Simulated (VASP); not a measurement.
Wanted: the native input for a VASP 6.6.1 run.

| Property | Result |
| --- | --- |
| Task | single point |
| Functional | PBE |
| Potentials or basis | VASP PAW PBE potentials, release 64 (Al) |
| Cutoff | 500 eV |
| k mesh | 46 × 46 × 46 |
| Occupations | fermi-dirac, width 0.0612256 eV |
| Spin | no spin polarisation |
| Dipole correction | no |
| Further INCAR settings | ALGO = Normal; EDIFF = 1e-06; NBANDS = 8 |

The structure of Al lies in POSCAR:

```
Al
1.0
    0.0000000000      2.0598330729      2.0598330729
    2.0598330729      0.0000000000      2.0598330729
    2.0598330729      2.0598330729      0.0000000000
Al
1
Direct
    0.0000000000      0.0000000000      0.0000000000
```

The input as run:

INCAR

```
SYSTEM = Al
  PREC = Accurate
  ENCUT = 500
  EDIFF = 1E-6
  ISMEAR = -1
  SIGMA = 0.06122561905347299
  LREAL = .FALSE.
  LASPH = .TRUE.
  NELM = 120
  ALGO = Normal
  ISIF = 2
  LWAVE = .FALSE.
  LCHARG = .FALSE.
  GGA = PE
  NBANDS = 8
  GGA_COMPAT = .FALSE.
```

KPOINTS

```
regular mesh
0
G
  46 46 46
  0 0 0
```

Potentials or basis: VASP PAW PBE potentials, release 64 (Al).

The run is started by

```bash
$ cat potpaw_PBE.64/Al/POTCAR > POTCAR
$ mpirun -np 1 vasp_std > vasp.out
```

It gave:

```json
{
  "Pressure": "-4.0 GPa",
  "Band gap on the k mesh": "zero (an odd number of electrons rules out a gap without spin polarisation)"
}
```

Caveat: the cell stands under tension.

Run time: 73 s on 1 thread of Intel(R) Xeon(R) 6975P-C (Granite Rapids) (shared host), peak memory 0.36 GiB.
